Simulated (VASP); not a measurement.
Input of a VASP 6.6.1 run:

File INCAR:

```
PREC = Accurate ; ENCUT = 520
EDIFF = 1E-7 ; ISMEAR = -1
SIGMA = 0.02 ; LREAL = False
LASPH = True ; NELM = 100
ALGO = Normal ; ISIF = 2
LWAVE = False ; LCHARG = False
GGA = PS ; NBANDS = 16
```

The input KPOINTS:

```
regular mesh
0
Gamma
  11 11 6
```

The input POSCAR:

```
AlN
1.0
    3.0474944919      0.0000000000      0.0000000000
   -1.5237472460      2.6392076479      0.0000000000
    0.0000000000      0.0000000000      4.8763796492
Al N
2 2
Direct
    0.3333333333      0.6666666667      0.0000000000
    0.6666666667      0.3333333333      0.5000000000
    0.3333333333      0.6666666667      0.3850000000
    0.6666666667      0.3333333333      0.8850000000
```

Potentials or basis: VASP PAW PBE potentials, release 64 (Al, N).

Launch:

```sh
$ cat potpaw_PBE.64/Al/POTCAR potpaw_PBE.64/N/POTCAR > POTCAR
$ mpirun -np 1 vasp_std > vasp.out
```

Question: Estimate the band gap on the k mesh.

Answer: 4.64 eV.

Question: Predict the pressure.

Answer: 14.8 GPa.

Question: What does it give for the largest force?

Answer: 0.182 eV/Å.

Forces on the atoms (eV/Å):
```
Al   0.000  0.000  0.182
Al   0.000  0.000  0.182
N    0.000  0.000 -0.182
N    0.000  0.000 -0.182
```

Caveat: the cell stands under pressure; the PAW data sets were made with another functional, which shifts forces and pressure a little; an odd mesh through Γ misses points on the zone boundary, where band edges can lie.
